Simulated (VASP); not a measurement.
In4SbAs3: relaxation of cell and atoms with PBE

In4SbAs3:

```
CELL_PARAMETERS angstrom
6.06662 0.00000 0.00000
0.00000 6.06662 0.00000
0.00000 0.00000 6.06662
ATOMIC_POSITIONS crystal
As 0.50000 0.00000 0.00000
As 0.00000 0.50000 0.00000
As 0.00000 0.00000 0.50000
In 0.25000 0.75000 0.75000
In 0.75000 0.25000 0.75000
In 0.75000 0.75000 0.25000
In 0.25000 0.25000 0.25000
Sb 0.50000 0.50000 0.50000
```

| Quantity | Value |
| --- | --- |
| Program | VASP 6.6.1 |
| Task | relaxation of cell and atoms |
| Functional | PBE |
| Potentials or basis | VASP PAW PBE potentials, release 64 (As, In_d, Sb) |
| Cutoff | 600 eV |
| k mesh | 4 × 4 × 4 |
| Occupations | fermi-dirac, width 0.02 eV |
| Spin | no spin polarisation |
| Dipole correction | no |
| Further INCAR settings | ALGO = Normal; EDIFF = 1e-07; IBRION = 2; EDIFFG = -0.005; NSW = 80; ISIF = 3 |

```json
{
 "Relaxed volume": "31.31 Å³/atom",
 "Relaxed cell": "a = 6.303 Å, b = 6.303 Å, c = 6.303 Å, α = 90.00°, β = 90.00°, γ = 90.00°",
 "Space group after relaxing (to 0.05 Å)": "P-43m (No. 215)",
 "Energy gained by relaxing": "93.0 meV/atom",
 "Ionic steps": "9",
 "Pressure after relaxing": "0.0 GPa",
 "Band gap on the k mesh": "zero (filled and empty bands touch)"
}
```

Step by step:
| step | energy change (eV) | largest force (eV/Å) | pressure (GPa) | volume (Å³) |
| --- | --- | --- | --- | --- |
| 1 | 0.0000 | 1.3005 | 7.20 | 223.28 |
| 2 | -0.6119 | 0.1811 | -2.35 | 266.28 |
| 3 | -0.7070 | 0.4210 | -0.39 | 253.14 |
| 4 | -0.7354 | 0.2069 | -0.14 | 251.44 |
| 5 | -0.7438 | 0.0119 | 0.10 | 249.89 |
| 6 | -0.7438 | 0.0203 | 0.09 | 249.95 |
| 7 | -0.7440 | 0.0047 | -0.04 | 250.65 |
| 8 | -0.7440 | 0.0087 | -0.01 | 250.49 |
| 9 | -0.7440 | 0.0025 | 0.00 | 250.45 |

Final structure:
```
As In Sb
1.0
     6.30339    0.00000    0.00000
     0.00000    6.30339    0.00000
     0.00000    0.00000    6.30339
As In Sb
3 4 1
Cartesian
  3.1517 0.0000 0.0000
  0.0000 3.1517 0.0000
  0.0000 0.0000 3.1517
  1.5257 4.7777 4.7777
  4.7777 1.5257 4.7777
  4.7777 4.7777 1.5257
  1.5257 1.5257 1.5257
  3.1517 3.1517 3.1517
```

Levels at points of the mesh, in eV from the Fermi level:
```
           k point  band 34  band 35  band 36  band 37  band 38  band 39
(0.00, 0.00, 0.00)    -0.70    -0.01    -0.01    -0.01     1.54     1.62
(0.50, 0.00, 0.00)    -1.48    -1.14    -1.14     1.94     2.07     2.29
(0.50, 0.50, 0.00)    -1.06    -0.80    -0.80     2.03     2.03     2.26
(0.50, 0.50, 0.50)    -0.66    -0.66    -0.66     0.47     0.47     0.47
```

Wall time 6.5 min on 1 thread of Intel(R) Xeon(R) 6975P-C (Granite Rapids), on a shared host, peak memory 0.41 GiB.

Caveat: spin-orbit coupling is left out, which moves the levels of the heavy elements.
